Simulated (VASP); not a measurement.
Here is a VASP 6.6.1 calculation.

File INCAR:

```
SYSTEM = GaN
ALGO     = Normal         ! electronic algorithm
EDIFF    = 1E-6           ! SCF threshold, eV
ENCUT    = 600            ! plane-wave cutoff, eV
GGA      = PE             ! functional
GGA_COMPAT= .False.      
ISIF     = 2              ! what is computed and relaxed
ISMEAR   = 0              ! smearing method
LASPH    = .True.         ! aspherical terms in the spheres
LCHARG   = .True.         ! write CHGCAR
LELF     = .True.         ! ELF
LREAL    = .False.        ! projectors in reciprocal space
LVHAR    = .True.       
LWAVE    = .False.        ! write WAVECAR
NBANDS   = 16             ! bands
NELM     = 120            ! most SCF steps
PREC     = Accurate       ! precision mode
SIGMA    = 0.02           ! smearing width, eV
```

File KPOINTS:

```
k-points
0
Gamma
  10 10 10
  0 0 0
```

The input POSCAR:

```
GaN
1.0
    0.0000000000      2.2535006075      2.2535006075
    2.2535006075      0.0000000000      2.2535006075
    2.2535006075      2.2535006075      0.0000000000
Ga N
1 1
Direct
    0.0000000000      0.0000000000      0.0000000000
    0.7500000000      0.7500000000      0.7500000000
```

Potentials or basis: VASP PAW PBE potentials, release 64 (Ga_d, N).

Launch:

```console
$ cat potpaw_PBE.64/Ga_d/POTCAR potpaw_PBE.64/N/POTCAR > POTCAR
$ mpirun -np 1 vasp_std > vasp.out
```

Problem. What does it give for the band gap on the k mesh?

Solution. 1.72 eV, direct.

Problem. What does it give for the pressure?

Solution. 4.9 GPa.

PBE gaps usually lie below the measured ones, often by a third to a half.
